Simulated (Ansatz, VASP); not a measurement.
Two plane-wave programs on NiO

```
Ni O
1.0
     0.00000    2.10048    2.10048
     2.10048    0.00000    2.10048
     2.10048    2.10048    0.00000
Ni O
1 1
Direct
  0.00000 0.00000 0.00000
  0.50000 0.50000 0.50000
```

Alike in both runs: task single point; functional LDA; k mesh 8 × 8 × 8; occupations gaussian, width 0.15 eV; collinear spin; Hubbard terms Ni d U = 6.2 eV.

|  | VASP | Ansatz |
| --- | --- | --- |
| version | VASP 6.6.1 | Ansatz 0.2.0 |
| potentials or method | VASP PAW LDA potentials, release 64 (Ni, O), cutoff 600 eV | PAW, plane waves, scalar-relativistic |
| valence electrons in the cell | 16 | 24 |

Ansatz gave:

| Item | Value |
| --- | --- |
| pressure (GPa) | -8.8 |
| net moment per atom (μB) | 1.00 |
| size of the moment on the site where the two differ most (μB) | 1.69 |

Task: Estimate VASP's values.

Result: Pressure (GPa): -19.4; net moment per atom (μB): 1.00; size of the moment on the site where the two differ most (μB): 1.78.

LDA's correlation is that of Perdew and Zunger in VASP and of Perdew and Wang (1992) in Ansatz. Site moments also hang on the region over which each program counts them. The programs project onto different local orbitals, so the same U acts differently, and such runs can settle in different states. VASP's potentials hold 16 valence electrons a cell and Ansatz's 24, so a difference there can come from the potentials and not from the codes.
